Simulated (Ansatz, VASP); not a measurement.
One calculation of P, two programs

```
P
1.0
     2.30326   -5.96827    0.00000
     2.30326    5.96827    0.00000
     0.00000    0.00000    3.30536
P
4
Direct
  0.67662 0.99968 0.00000
  0.99968 0.67662 0.50000
  0.32338 0.00032 0.00000
  0.00032 0.32338 0.50000
```

Alike in both runs: functional PBE; k mesh 8 × 8 × 10; occupations gaussian, width 0.01 eV; no spin polarisation.

Ansatz relaxed the structure, and its values are those at the end. VASP's run is a single point on that final structure, the one shown.

|  | VASP | Ansatz |
| --- | --- | --- |
| version | VASP 6.6.1 | Ansatz 0.2.0 |
| potentials or method | VASP PAW PBE potentials, release 64 (P), cutoff 520 eV | scalar-relativistic, plane waves, PAW |
| valence electrons in the cell | 20 | 20 |

|  | VASP | Ansatz | Ansatz less VASP |
| --- | --- | --- | --- |
| gap on the k mesh at the Fermi level (eV) | none | none | - |
| pressure (GPa) | -0.3 | 0.0 | +0.29 |
| rms of the force components (eV/Å) | 0.029 | 0.001 | -0.0276 |

A gap of «none» marks a metal or a gap that the smearing closes. With one functional, cell and mesh, what is left measures potentials, basis and numerics.
